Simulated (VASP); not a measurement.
Wanted: the native input for a VASP 6.6.1 run.

```
Task                   : single point
Functional             : PBEsol
Potentials or basis    : VASP PAW PBE potentials, release 64 (B)
Cutoff                 : 520 eV
k mesh                 : 33 × 33 × 14
Occupations            : gaussian, width 0.15 eV
Spin                   : no spin polarisation
Dipole correction      : no
Further INCAR settings : ALGO = Normal; EDIFF = 1e-07; NBANDS = 8
```

The structure of B lies in POSCAR:

```
B
1.0
    1.7024335758      0.0000000000      0.0000000000
   -0.8512167879      1.4743507249      0.0000000000
    0.0000000000      0.0000000000      3.7444855355
B
1
Direct
    0.0000000000      0.0000000000      0.0000000000
```

This cell differs from its parent crystal: strain +0.000 along x and y, +0.030 along z.

These files were run (other wordings do the same):

INCAR

```
ALGO = Normal ; EDIFF = 1E-7
ENCUT = 520 ; GGA = PS
ISIF = 2 ; ISMEAR = 0
LASPH = T ; LCHARG = T
LELF = T ; LREAL = F
LVHAR = T ; LWAVE = F
NBANDS = 8 ; NELM = 80
PREC = Accurate ; SIGMA = 0.15
```

KPOINTS

```
k-points
0
Gamma
  33 33 14
```

Potentials or basis: VASP PAW PBE potentials, release 64 (B).

The run is started by

```sh
$ cat potpaw_PBE.64/B/POTCAR > POTCAR
$ mpirun -np 1 vasp_std > vasp.out
```

It gave:

- Pressure: 1.6 GPa

Caveat: the cell differs from its parent crystal (strain +0.000 along x and y, +0.030 along z); the PAW data sets were made with another functional, which shifts forces and pressure a little.

It took 35 s on 1 thread of Intel Xeon 6975P-C, with other jobs on the host, peak memory 0.16 GiB.
